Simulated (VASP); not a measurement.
A run of VASP 6.6.1 is set up as follows.

Contents of INCAR:

```
SYSTEM = BaMgAsF
PREC = Accurate
ENCUT = 520
EDIFF = 1E-6
ISMEAR = 0
SIGMA = 0.02
LREAL = .FALSE.
LASPH = .TRUE.
NELM = 100
ALGO = Normal
ISIF = 2
LWAVE = .FALSE.
LCHARG = .FALSE.
GGA = PE
IVDW = 12
NBANDS = 34
```

File KPOINTS:

```
Automatic mesh
0
G
  6 6 4
  0 0 0
```

Contents of POSCAR:

```
BaMgAsF
1.0
    4.3670904802      0.0000000000      0.0000000000
    0.0000000000      4.3670904802      0.0000000000
    0.0000000000      0.0000000000      9.5247205146
Ba As Mg F
2 2 2 2
Direct
    0.5000000000      0.0000000000      0.1566980139
    0.0000000000      0.5000000000      0.8433019861
    0.5000000000      0.0000000000      0.6629974253
    0.0000000000      0.5000000000      0.3370025747
    0.5000000000      0.5000000000      0.5000000000
    0.0000000000      0.0000000000      0.5000000000
    0.5000000000      0.5000000000      0.0000000000
    0.0000000000      0.0000000000      0.0000000000
```

Potentials or basis: VASP PAW PBE potentials, release 64 (Ba_sv, As, Mg, F).

Launch:

```bash
$ cat potpaw_PBE.64/Ba_sv/POTCAR potpaw_PBE.64/As/POTCAR potpaw_PBE.64/Mg/POTCAR potpaw_PBE.64/F/POTCAR > POTCAR
$ mpirun -np 1 vasp_std > vasp.out
```

Question: Predict the dispersion energy per atom.

Answer: -0.267 eV.

Question: What does it give for the pressure?

Answer: 0.6 GPa.

Question: Predict the largest force.

Answer: 0.129 eV/Å.

Forces in eV/Å, atoms in the order of the input:
```
Ba   0.000  0.000  0.129
Ba   0.000  0.000 -0.129
As   0.000  0.000 -0.031
As   0.000  0.000  0.031
Mg   0.000  0.000  0.000
Mg   0.000  0.000  0.000
F    0.000  0.000  0.000
F    0.000  0.000  0.000
```
